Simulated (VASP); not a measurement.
Set up this calculation in VASP 6.6.1, as the native input.

```yaml
Task: single point
Functional: PBE
Potentials_or_basis: VASP PAW PBE potentials, release 64 (Ir, S)
Cutoff: 500 eV
k_mesh: 9 × 9 × 6
Occupations: fermi-dirac, width 0.05 eV
Spin: no spin polarisation
Dipole_correction: no
Further_INCAR_settings: ALGO = Normal; EDIFF = 1e-06; NBANDS = 14
```

The structure of IrS lies in POSCAR:

```
IrS
1.0
    3.4425347786      0.0000000000      0.0000000000
   -1.7212673843      2.9813225692      0.0000000000
    0.0000000000      0.0000000000      4.2869546653
Ir S
1 1
Direct
    0.0000000000      0.0000000000      0.5000000000
    0.6666666700      0.3333333300      0.0000000000
```

One way to write it, as run:

INCAR

```
PREC = Accurate
ENCUT = 500
EDIFF = 1E-6
ISMEAR = -1
SIGMA = 0.05
LREAL = F
LASPH = T
NELM = 120
ALGO = Normal
ISIF = 2
LWAVE = F
LCHARG = F
GGA = PE
NBANDS = 14
GGA_COMPAT = F
```

KPOINTS

```
Automatic mesh
0
Gamma
  9 9 6
```

Potentials or basis: VASP PAW PBE potentials, release 64 (Ir, S).

The run is started by

```console
$ cat potpaw_PBE.64/Ir/POTCAR potpaw_PBE.64/S/POTCAR > POTCAR
$ mpirun -np 1 vasp_std > vasp.out
```

It gave:

```
Pressure               : -27.8 GPa
Band gap on the k mesh : zero (an odd number of electrons rules out a gap without spin polarisation)
```

Caveat: the stress differs along the axes, from -35 to -24 GPa; spin-orbit coupling is left out, which moves the levels of the heavy elements; an odd number of electrons without spin polarisation forces a metal; a magnetic or distorted state may lie lower.

Wall time 40 s on 1 thread of Intel Xeon 8259CL, with other jobs on the host, peak memory 0.18 GiB.
